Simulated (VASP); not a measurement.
**BN: single point with r2SCAN**

Crystal: BN.

```
B N
1.0
     2.45178    0.00000    0.00000
    -1.22589    2.12331    0.00000
     0.00000    0.00000    4.39593
B N
2 2
Direct
  0.66667 0.33333 0.99972
  0.33333 0.66667 0.49972
  0.66667 0.33333 0.62528
  0.33333 0.66667 0.12528
```

This cell differs from its parent crystal: strain -0.040 along x and y, +0.040 along z.

```
Program                : VASP 6.6.1
Task                   : single point
Functional             : r2SCAN
Potentials or basis    : VASP PAW PBE potentials, release 64 (B_h, N_h)
Cutoff                 : 910 eV
k mesh                 : 12 × 12 × 6
Occupations            : gaussian, width 0.05 eV
Spin                   : no spin polarisation
Dipole correction      : no
Second run             : hard_potentials
Further INCAR settings : ALGO = Normal; EDIFF = 1e-06; NBANDS = 16
```

```json
{"Pressure": "15.0 GPa", "Largest force": "0.181 eV/Å", "Band gap on the k mesh": "5.34 eV, indirect (least direct gap 6.69 eV)"}
```

Forces on the atoms (eV/Å):
```
B    0.000  0.000  0.181
B    0.000  0.000  0.181
N    0.000  0.000 -0.181
N    0.000  0.000 -0.181
```

Stress tensor (GPa, compression positive):
```
 42.74   0.00   0.00
  0.00  42.74   0.00
  0.00   0.00 -40.56
```

Levels at points of the mesh, in eV from the valence-band top:
```tsv
k point	band 6	band 7	band 8	band 9	band 10	band 11
(0.00, 0.00, 0.00)	-0.81	0.00	0.00	6.69	9.96	9.96
(0.50, 0.00, 0.00)	-4.95	-4.60	-2.60	7.98	8.16	11.88
(0.00, 0.00, 0.50)	-0.92	-0.92	-0.92	11.26	11.26	11.36
(0.50, 0.00, 0.50)	-4.27	-3.92	-3.92	6.74	6.74	10.72
```

It took 87 s on 1 thread of Intel(R) Xeon(R) Platinum 8488C (Sapphire Rapids), with other jobs on the host, peak memory 0.19 GiB.

Caveat: the cell differs from its parent crystal (strain -0.040 along x and y, +0.040 along z); the cutoff is under 1.25 times the usual one of these potentials, so pressure, stress and relaxed cells hold a basis-set (Pulay) error; the PAW data sets were made with another functional, which shifts forces and pressure a little. A k mesh can miss the band edges.
